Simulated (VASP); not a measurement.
# MgB2 (P6/mmm) in VASP: a series of runs

The runs below take MgB2 through single point, with PBEsol.

Everything below comes from runs of VASP 6.6.1. Logs are shortened: lines on timing, memory, paths and dates and some standing lists are left out, and cuts for length are marked.

**1. The cell of the first run**

Symmetry: P6/mmm, No. 191, hexagonal system. The conventional cell has a = 3.060 Å, b = 3.060 Å, c = 3.441 Å, α = 90.00°, β = 90.00°, γ = 120.00°. Mg (site symmetry 6/mmm) has 12 B at 2.47 Å and 6 Mg at 3.06 Å within 3.3 Å. Within 2.3 Å of B (site symmetry -6m2) lie 3 B at 1.77 Å.

**2. Single point, PBEsol (strained)**

Input file INCAR:

```
SYSTEM = MgB2
  PREC = Accurate
  ENCUT = 520
  EDIFF = 1E-7
  ISMEAR = 0
  SIGMA = 0.1
  LREAL = .False.
  LASPH = .True.
  NELM = 80
  ALGO = Normal
  ISIF = 2
  LWAVE = .False.
  LCHARG = .True.
  GGA = PS
  LELF = .True.
  LVHAR = .True.
  NBANDS = 11
```

Input file KPOINTS:

```
regular mesh
0
Gamma
  15 15 12
  0 0 0
```

Input file POSCAR:

```
MgB2
1.0
    3.0596728497      0.0000000000      0.0000000000
   -1.5298364249      2.6497544151      0.0000000000
    0.0000000000      0.0000000000      3.4412311700
Mg B
1 2
Direct
    0.0000000000      0.0000000000      0.0000000000
    0.3333333333      0.6666666667      0.5000000000
    0.6666666667      0.3333333333      0.5000000000
```

Potentials or basis: VASP PAW PBE potentials, release 64 (Mg, B).

Launch:

```sh
$ cat potpaw_PBE.64/Mg/POTCAR potpaw_PBE.64/B/POTCAR > POTCAR
$ mpirun -np 1 vasp_std > vasp.out
```

OUTCAR:

```text
SYSTEM = MgB2
   PREC = Accurate
   ENCUT = 520
   EDIFF = 1E-7
   ISMEAR = 0
   LREAL = .False.
   LASPH = .True.
   NELM = 80
   ISIF = 2
   GGA = PS

 ion  position               nearest neighbor table
   1  0.000  0.000  0.000-   2 2.47   3 2.47   2 2.47   3 2.47   3 2.47   3 2.47   2 2.47   2 2.47
                             3 2.47   3 2.47   2 2.47   2 2.47
   2  0.333  0.667  0.500-   3 1.77   3 1.77   3 1.77   1 2.47   1 2.47   1 2.47   1 2.47   1 2.47
                             1 2.47
   3  0.667  0.333  0.500-   2 1.77   2 1.77   2 1.77   1 2.47   1 2.47   1 2.47   1 2.47   1 2.47
                             1 2.47

  LATTYP: Found a hexagonal cell.
 ALAT       =     3.0596728497
 C/A-ratio  =     1.1247055940

  Lattice vectors:

 A1 = (   3.0596728497,   0.0000000000,   0.0000000000)
 A2 = (  -1.5298364249,   2.6497544151,   0.0000000000)
 A3 = (   0.0000000000,   0.0000000000,   3.4412311700)

Analysis of symmetry for initial positions (statically):
=====================================================================
 Subroutine PRICEL returns:
 Original cell was already a primitive cell.

 Routine SETGRP: Setting up the symmetry group for a
 hexagonal supercell.

 Subroutine GETGRP returns: Found 24 space group operations
 (whereof 24 operations were pure point group operations)
 out of a pool of 24 trial point group operations.

The static configuration has the point symmetry D_6h.

Analysis of symmetry for dynamics (positions and initial velocities):
=====================================================================
 Subroutine PRICEL returns:
 Original cell was already a primitive cell.

 Routine SETGRP: Setting up the symmetry group for a
 hexagonal supercell.

 Subroutine GETGRP returns: Found 24 space group operations
 (whereof 24 operations were pure point group operations)
 out of a pool of 24 trial point group operations.

The dynamic configuration has the point symmetry D_6h.

 Subroutine INISYM returns: Found 24 space group operations
 (whereof 24 operations are pure point group operations),
 and found     1 'primitive' translations

----------------------------------------------------------------------------------------

                                     Primitive cell

  volume of cell :      27.8994

  direct lattice vectors                    reciprocal lattice vectors
     3.059672850  0.000000000  0.000000000     0.326832328  0.188696732  0.000000000
    -1.529836425  2.649754415  0.000000000     0.000000000  0.377393465  0.000000000
     0.000000000  0.000000000  3.441231170     0.000000000  0.000000000  0.290593671

  length of vectors
     3.059672850  3.059672850  3.441231170     0.377393465  0.377393465  0.290593671

  position of ions in fractional coordinates (direct lattice)
     0.000000000  0.000000000  0.000000000
     0.333333333  0.666666667  0.500000000
     0.666666667  0.333333333  0.500000000

  ion indices of the primitive-cell ions
   primitive index   ion index
                 1           1
                 2           2
                 3           3

----------------------------------------------------------------------------------------

 KPOINTS: regular mesh

Automatic generation of k-mesh.
 Grid dimensions read from file:
 generate k-points for:   15   15   12

 Generating k-lattice:

  Cartesian coordinates                     Fractional coordinates (reciprocal lattice)
     0.021788822  0.012579782  0.000000000     0.066666667  0.000000000  0.000000000
     0.000000000  0.025159564  0.000000000     0.000000000  0.066666667  0.000000000
     0.000000000  0.000000000  0.024216139     0.000000000  0.000000000  0.083333333

  Length of vectors
     0.025159564  0.025159564  0.024216139

  Shift w.r.t. Gamma in fractional coordinates (k-lattice)
     0.000000000  0.000000000  0.000000000

 Subroutine IBZKPT returns following result:
 ===========================================

 Found    189 irreducible k-points:

 Following reciprocal coordinates:
            Coordinates               Weight
  0.000000  0.000000  0.000000      1.000000
  0.066667  0.000000  0.000000      6.000000
  0.133333  0.000000  0.000000      6.000000
  0.200000 -0.000000  0.000000      6.000000
  0.266667  0.000000  0.000000      6.000000
  0.333333 -0.000000  0.000000      6.000000
[... 16 lines left out ...]
  0.333333  0.200000  0.000000     12.000000
  0.400000  0.200000  0.000000      6.000000
 [... further k-points ...]
   k-points           NKPTS =    189   k-points in BZ     NKDIM =    189   number of bands    NBANDS=     11
   number of dos      NEDOS =    301   number of ions     NIONS =      3
   total plane-waves  NPLWV =  16128
   dimension x,y,z NGX =    24 NGY =   24 NGZ =   28
   dimension x,y,z NGXF=    48 NGYF=   48 NGZF=   56
   ions per type =               1   2
   NGX,Y,Z   is equivalent  to a cutoff of  13.04, 13.04, 13.53 a.u.
   NGXF,Y,Z  is equivalent  to a cutoff of  26.08, 26.08, 27.05 a.u.
 SYSTEM =  MgB2
   PREC   = accura    normal or accurate (medium, high low for compatibility)
   ISTART =      0    job   : 0-new  1-cont  2-samecut
   ICHARG =      2    charge: 1-file 2-atom 10-const
   ISPIN  =      1    spin polarized calculation?
   LNONCOLLINEAR =      F non collinear calculations
   LSORBIT =      F    spin-orbit coupling
   LASPH  =      T    aspherical Exc in radial PAW
   ENCUT  =  520.0 eV  38.22 Ry    6.18 a.u.   5.69  5.69  6.40*2*pi/ulx,y,z
   NELM   =     80;   NELMIN=  2; NELMDL= -5     # of ELM steps
   EDIFF  = 0.1E-06   stopping-criterion for ELM
   LREAL  =      F    real-space projection
   EDIFFG = 0.1E-05   stopping-criterion for IOM
   NSW    =      0    number of steps for IOM
   IBRION =     -1    ionic relax: 0-MD 1-quasi-New 2-CG
   NFREE  =      0    steps in history (QN), initial steepest desc. (CG)
   ISIF   =      2    stress and relaxation
   ISYM   =      2    0-nonsym 1-usesym 2-fastsym
   POTIM  = 0.5000    time-step for ionic-motion
   TEBEG  =    0.0;   TEEND  =   0.0 temperature during run
   PSTRESS=    0.0 pullay stress
   NELECT =       8.0000    total number of electrons
   NUPDOWN=      -1.0000    fix difference up-down
   EMIN   =  10.00;   EMAX   =-10.00  energy-range for DOS
   EFERMI =   0.00;   METHOD = LEGACY
   ISMEAR =     0;   SIGMA  =   0.10  broadening in eV -4-tet -1-fermi 0-gaus
   EFERMI_NEDOS =   21; number of points for ismear=-14 and -15
   IALGO  =     38    algorithm
   IMIX   =      4    mixing-type and parameters
     AMIX     =   0.40;   BMIX     =  1.00
     AMIX_MAG =   1.60;   BMIX_MAG =  1.00
  volume/ion in A,a.u.               =       9.30        62.76
  Fermi-wavevector in a.u.,A,eV,Ry     =   1.079543  2.040041 15.856412  1.165413
  Thomas-Fermi vector in A             =   2.215511
   LORBIT       =      0    0 simple, 1 ext, 2 COOP (PROOUT), +10 PAW based schemes
   GGA     = PS    functional components
   LHFCALC =     F    Hartree Fock is set to
   AEXX    =    0.0000 exact exchange contribution
   IVDW    =     0    specifies the selected vdW correction
   LEPSILON=     F    determine dielectric tensor
   LRPA    =     F    only Hartree local field effects (RPA)
 non-spin polarized calculation
 Gauss-broadening in eV      SIGMA  =   0.10
  energy-cutoff  :      520.00
  volume of cell :       27.90
 maximum number of plane-waves:       763
 NGX is ok and might be reduce to    24
   NGX = 11   NGY = 11   NGZ = 13

 number of electron       8.0000000 magnetization

 Free energy of the ion-electron system (eV)
  ---------------------------------------------------
  ext. energy  EPLUGINS =         0.00000000
  ---------------------------------------------------
  free energy    TOTEN  =       -16.21733516 eV

  energy without entropy =      -16.21280437  energy(sigma->0) =      -16.21506976

 E-fermi :   5.4813     XC(G=0): -11.1573

 val. band max:        5.4774260906   @ k =   0.3333   0.2000   0.3333
 cond. band min:       5.5092473758   @ k =   0.0667   0.0000   0.1667
 fundamental gap:      0.0318212852
 Fermi energy:         5.4812960865

 k-point     1 :       0.0000    0.0000    0.0000
  band No.  band energies     occupation
      1      -7.1512      2.00000
      2       2.6296      2.00000
      3       5.8102      0.00000
      4       5.8102      0.00000
      5       7.4568      0.00000
      6      11.7775      0.00000
      7      11.7775      0.00000
      8      13.7810      0.00000
      9      15.6880      0.00000
     10      18.2858      0.00000
     11      21.9953      0.00000

 k-point     2 :       0.0667    0.0000    0.0000
  band No.  band energies     occupation
      1      -7.0728      2.00000
      2       2.7054      2.00000
      3       5.4013      1.74234
      4       5.6164      0.05609
      5       7.5194      0.00000
      6      11.7498      0.00000
      7      12.1309      0.00000
      8      13.9473      0.00000
      9      15.4059      0.00000
     10      18.6792      0.00000
     11      21.6381      0.00000

 k-point     3 :       0.1333    0.0000    0.0000
  band No.  band energies     occupation
      1      -6.8382      2.00000
      2       2.9319      2.00000
      3       4.3740      2.00000
      4       5.1497      2.00000
      5       7.7188      0.00000
      6      11.5452      0.00000
      7      13.0725      0.00000
      8      14.4253      0.00000
      9      14.6219      0.00000
     10      19.7257      0.00000
     11      20.8920      0.00000
[... 267 lines left out ...]
 k-point    23 :       0.3333    0.2000    0.0000
  band No.  band energies     occupation
      1      -3.4569      2.00000
      2      -1.2389      2.00000
      3       1.0193      2.00000
      4       5.9792      0.00000
      5       8.8393      0.00000
      6      10.8478      0.00000
      7      12.0571      0.00000
      8      14.0021      0.00000
      9      15.5452      0.00000
     10      17.7450      0.00000
     11      18.4818      0.00000

 k-point    24 :       0.4000    0.2000    0.0000
  band No.  band energies     occupation
      1      -2.7171      2.00000
      2      -2.0775      2.00000
      3       0.9257      2.00000
      4       6.3709      0.00000
      5       8.3631      0.00000
      6      11.4678      0.00000
      7      11.5417      0.00000
      8      13.9574      0.00000
      9      15.3955      0.00000
     10      17.7753      0.00000
     11      19.4545      0.00000

 [... further k-points ...]
[... 5 lines left out ...]
  --------------------------------------------------------------------------------------
  -------------------------------------------------------------------------------------
  Total        0.2592572      0.2592572      0.7717017     -0.0000000     -0.0000000      0.0000000
  in kB       14.8883622     14.8883622     44.3165100     -0.0000000     -0.0000000      0.0000000
  external PRESSURE =      24.6977448 kB  Pullay stress =       0.0000000 kB

 VOLUME and BASIS-vectors are now :
 -----------------------------------------------------------------------------
  energy-cutoff  :      520.00
  volume of cell :       27.90
      direct lattice vectors                 reciprocal lattice vectors
     3.059672850  0.000000000  0.000000000     0.326832328  0.188696732  0.000000000
    -1.529836425  2.649754415  0.000000000     0.000000000  0.377393465  0.000000000
     0.000000000  0.000000000  3.441231170     0.000000000  0.000000000  0.290593671

 POSITION                                       TOTAL-FORCE (eV/Angst)
 -----------------------------------------------------------------------------------
      0.00000      0.00000      0.00000        -0.000000      0.000000      0.000000
     -0.00000      1.76650      1.72062         0.000000      0.000000     -0.000000
      1.52984      0.88325      1.72062        -0.000000      0.000000      0.000000
 -----------------------------------------------------------------------------------
    total drift:                                0.000000     -0.000000      0.000000

  FREE ENERGIE OF THE ION-ELECTRON SYSTEM (eV)
  ---------------------------------------------------
  free  energy   TOTEN  =       -16.2173351577 eV

  energy  without entropy=      -16.2128043700  energy(sigma->0) =      -16.21506976
```

Wall time 26 s (1 thread of AMD EPYC 9R45 (Zen 5), shared host); peak memory 0.16 GiB.

What came out:

| Item | Value |
| --- | --- |
| Free energy | -16.2173 eV |
| Pressure | 2.5 GPa |
| Band gap on the k mesh | zero (band 4 reaches 7.40 eV, above the bottom of band 5 at 3.36 eV) |

Stress tensor (GPa, compression positive):
```
1.49 0.00 0.00
0.00 1.49 0.00
0.00 0.00 4.43
```

Caveat: the cell differs from its parent crystal (strained); the PAW data sets were made with another functional, which shifts forces and pressure a little.

**3. Single point, PBEsol**

This run uses another cell than the first one, of 9.68 Å³/atom, 1.041 times its volume.

Input file INCAR:

```
PREC = Accurate ; ENCUT = 520
EDIFF = 1E-7 ; ISMEAR = 0
SIGMA = 0.1 ; LREAL = F
LASPH = T ; NELM = 80
ALGO = Normal ; ISIF = 2
LWAVE = F ; LCHARG = F
GGA = PS ; NBANDS = 11
```

Input file KPOINTS:

```
Automatic mesh
0
Gamma
  15 15 12
```

Input file POSCAR:

```
MgB2
1.0
    3.0850007055      0.0000000000      0.0000000000
   -1.5425003528      2.6716889817      0.0000000000
    0.0000000000      0.0000000000      3.5230000000
Mg B
1 2
Direct
    0.0000000000      0.0000000000      0.0000000000
    0.3333333333      0.6666666667      0.5000000000
    0.6666666667      0.3333333333      0.5000000000
```

Potentials or basis: VASP PAW PBE potentials, release 64 (Mg, B).

Launch:

```sh
$ cat potpaw_PBE.64/Mg/POTCAR potpaw_PBE.64/B/POTCAR > POTCAR
$ mpirun -np 1 vasp_std > vasp.out
```

Wall time 26 s (1 thread of AMD EPYC 9R45 (Zen 5), shared host); peak memory 0.16 GiB.

It converged, with:

```yaml
Free_energy: -16.2187 eV
Pressure: -3.2 GPa
Band_gap_on_the_k_mesh: zero (band 4 reaches 7.00 eV, above the bottom of band 5 at 3.18 eV)
```

Stress tensor (GPa, compression positive):
```
-3.69  0.00  0.00
 0.00 -3.69  0.00
 0.00  0.00 -2.14
```

Levels at points of the mesh, in eV from the Fermi level:
```tsv
k point	band 2	band 3	band 4	band 5	band 6	band 7
(0.00, 0.00, 0.00)	-2.93	0.38	0.38	1.63	6.29	6.29
(0.00, 0.00, 0.50)	-7.43	0.76	0.76	6.62	6.62	7.95
```

Caveat: the PAW data sets were made with another functional, which shifts forces and pressure a little.
